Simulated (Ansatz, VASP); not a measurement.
## CaLa3 in VASP and in Ansatz

```
CELL_PARAMETERS angstrom
4.59554 0.00000 0.00000
0.00000 4.59554 0.00000
0.00000 0.00000 4.59554
ATOMIC_POSITIONS crystal
Ca 0.00000 0.00000 0.00000
La 0.00000 0.50000 0.50000
La 0.50000 0.00000 0.50000
La 0.50000 0.50000 0.00000
```

Change from the starting cell: species swapped into the GdTl3 type (Pm-3m, No. 221).

Alike in both runs: task single point; functional PBE; k mesh 4 × 4 × 4; occupations gaussian, width 0.1 eV; no spin polarisation.

|  | VASP | Ansatz |
| --- | --- | --- |
| version | VASP 6.6.1 | Ansatz 0.2.0 |
| potentials or method | VASP PAW PBE potentials, release 64 (Ca_sv, La), cutoff 520 eV | scalar-relativistic, plane waves, PAW |
| valence electrons in the cell | 43 | 43 |

Ansatz gave:

| Quantity | Value |
| --- | --- |
| gap on the k mesh at the Fermi level (eV) | none |
| pressure (GPa) | 20.5 |

Question: What did VASP give for the same quantities?

Answer: gap on the k mesh at the Fermi level (eV): none; pressure (GPa): 20.7.

A gap of «none» marks a metal or a gap that the smearing closes.

Neither program's run includes spin-orbit coupling.
